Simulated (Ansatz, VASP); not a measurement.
**One calculation of SiC4, two programs**

```
Si C
1.0
     4.08764    0.00325    0.00208
    -1.92991    3.87629   -0.00155
    -0.44743   -1.22833    7.22197
Si C
2 8
Direct
  0.45994 0.22103 0.75934
  0.54006 0.77897 0.24066
  0.89893 0.38606 0.92261
  0.45789 0.44771 0.40665
  0.54211 0.55229 0.59335
  0.10107 0.61394 0.07739
  0.65023 0.90055 0.69399
  0.02222 0.86710 0.19478
  0.97778 0.13290 0.80522
  0.34977 0.09945 0.30601
```

Change from the starting cell: the structure that the rattled cell fell into.

Alike in both runs: functional PBE; k mesh 10 × 10 × 6; occupations gaussian, width 0.02 eV; no spin polarisation.

Ansatz relaxed the structure, and its values are those at the end. VASP's run is a single point on that final structure, the one shown.

```csv
,VASP,Ansatz
version,VASP 6.6.1,Ansatz 0.2.0
potentials or method,"VASP PAW PBE potentials, release 64 (Si, C), cutoff 520 eV","scalar-relativistic, plane waves, PAW"
valence electrons in the cell,40,40
```

```csv
,VASP,Ansatz,Ansatz less VASP
gap on the k mesh at the Fermi level (eV),0.35,0.35,+0.001
least direct gap on the mesh (eV),1.14,1.14,-0.001
pressure (GPa),0.2,0.0,-0.16
rms of the force components (eV/Å),0.024,0.002,-0.0215
```

With one functional, cell and mesh, what is left measures potentials, basis and numerics.
